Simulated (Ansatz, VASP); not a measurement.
# One calculation of ZnS, two programs

INCAR

```
  PREC = Accurate
  ENCUT = 520
  EDIFF = 1E-7
  ISMEAR = 0
  SIGMA = 0.05
  LREAL = False
  LASPH = True
  NELM = 60
  ALGO = Normal
  ISIF = 2
  LWAVE = False
  LCHARG = True
  GGA = PS
  LELF = True
  LVHAR = True
  NBANDS = 26
```

File KPOINTS:

```
regular mesh
0
Gamma
  9 9 6
```

File POSCAR:

```
ZnS
1.0
    3.9375057991      0.0000000000      0.0000000000
   -1.9687528995      3.4099800495      0.0000000000
    0.0000000000      0.0000000000      5.7263146836
Zn S
2 2
Direct
    0.3333333333      0.6666666667      0.0054424479
    0.6666666667      0.3333333333      0.5054424479
    0.3333333333      0.6666666667      0.3795575521
    0.6666666667      0.3333333333      0.8795575521
```

Input for Ansatz:

```yaml
crystal:
  lattice:
    - [3.9375057991, 0.0, 0.0]
    - [-1.9687528995, 3.4099800495, 0.0]
    - [0.0, 0.0, 5.7263146836]
  atoms:
    - { symbol: Zn, position: [0.3333333333, 0.6666666667, 0.0054424479] }
    - { symbol: Zn, position: [0.6666666667, 0.3333333333, 0.5054424479] }
    - { symbol: S, position: [0.3333333333, 0.6666666667, 0.3795575521] }
    - { symbol: S, position: [0.6666666667, 0.3333333333, 0.8795575521] }
basis:
  ecutwfc: 520.0
kpoints:
  mp_grid: { grid: [9, 9, 6] }
hamiltonian:
  xc: pbesol
  pseudopotentials: { kind: paw }
scf:
  occupations: { method: gaussian, width: 0.05 }
output:
  forces: true
  stress: true
  eigenvalues: true
```

Alike in both runs: task single point; functional PBEsol; k mesh 9 × 9 × 6; occupations gaussian, width 0.05 eV; no spin polarisation.

|  | VASP | Ansatz |
| --- | --- | --- |
| version | VASP 6.6.1 | Ansatz 0.2.0 |
| potentials or method | VASP PAW PBE potentials, release 64 (Zn, S), cutoff 520 eV | scalar-relativistic, plane waves, PAW |
| valence electrons in the cell | 36 | 36 |

```csv
,VASP,Ansatz,Ansatz less VASP
gap on the k mesh at the Fermi level (eV),2.11,2.11,-0.002
least direct gap on the mesh (eV),2.11,2.11,-0.002
pressure (GPa),2.6,2.4,-0.22
"traceless stress, the component that is largest in VASP (GPa)",14.51,14.46,-0.051
rms of the force components (eV/Å),0.794,0.790,-0.0038
```

VASP's potentials were made for PBE, not for PBEsol. Atom by atom the forces differ by 0.004 eV/Å (rms over components).
